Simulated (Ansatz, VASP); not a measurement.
# One calculation of Ta2Re, two programs

```
CELL_PARAMETERS angstrom
-2.58415 2.58415 4.16945
2.58415 -2.58415 4.16945
2.58415 2.58415 -4.16945
ATOMIC_POSITIONS crystal
Ta 0.31874 0.31874 0.00000
Ta 0.06874 0.56874 0.50000
Ta 0.43126 0.93126 0.50000
Ta 0.68126 0.68126 0.00000
Re 0.00000 0.00000 0.00000
Re 0.75000 0.25000 0.50000
```

Alike in both runs: functional PBE; k mesh 10 × 10 × 10; occupations gaussian, width 0.1 eV; no spin polarisation.

Ansatz relaxed the structure, and its values are those at the end. VASP's run is a single point on that final structure, the one shown.

|  | VASP | Ansatz |
| --- | --- | --- |
| version | VASP 6.6.1 | Ansatz 0.2.0 |
| potentials or method | VASP PAW PBE potentials, release 64 (Ta_pv, Re), cutoff 520 eV | scalar-relativistic, plane waves, PAW |
| valence electrons in the cell | 58 | 82 |

Ansatz gave:

| Property | Result |
| --- | --- |
| gap on the k mesh at the Fermi level (eV) | none |
| pressure (GPa) | 0.0 |

Task: What did VASP give for the same quantities?

Result: gap on the k mesh at the Fermi level (eV): none; pressure (GPa): 0.2.

A gap of «none» marks a metal or a gap that the smearing closes. VASP's potentials hold 58 valence electrons a cell and Ansatz's 82, so a difference there can come from the potentials and not from the codes.

Spin-orbit coupling is off throughout.
